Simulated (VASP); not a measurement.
A run of VASP 6.6.1:

The input INCAR:

```
  PREC = Accurate
  ENCUT = 500
  EDIFF = 1E-8
  ISMEAR = 0
  SIGMA = 0.05
  LREAL = F
  LASPH = T
  NELM = 120
  ALGO = Normal
  ISIF = 3
  LWAVE = F
  LCHARG = F
  GGA = PS
  NBANDS = 17
  IBRION = 6
  NFREE = 2
  POTIM = 0.015
  NSW = 1
  GGA_COMPAT = F
```

KPOINTS

```
Automatic mesh
0
Gamma
  8 8 8
```

The input POSCAR:

```
TePb
1.0
    0.0000000000      3.6029069117      3.6029069117
    3.6029069117      0.0000000000      3.6029069117
    3.6029069117      3.6029069117      0.0000000000
Pb Te
1 1
Direct
    0.0000000000      0.0000000000      0.0000000000
    0.2500000000      0.2500000000      0.2500000000
```

Potentials or basis: VASP PAW PBE potentials, release 64 (Pb_d, Te).

The run is started by

```console
$ cat potpaw_PBE.64/Pb_d/POTCAR potpaw_PBE.64/Te/POTCAR > POTCAR
$ mpirun -np 1 vasp_std > vasp.out
```

Hardware: 1 thread of Intel(R) Xeon(R) 6975P-C (Granite Rapids), on a shared host.

Estimate the wall time of this run.

It took 19 min on 1 thread of Intel(R) Xeon(R) 6975P-C (Granite Rapids), on a shared host, peak memory 0.55 GiB. Counts: scf iterations 197, k points 29.
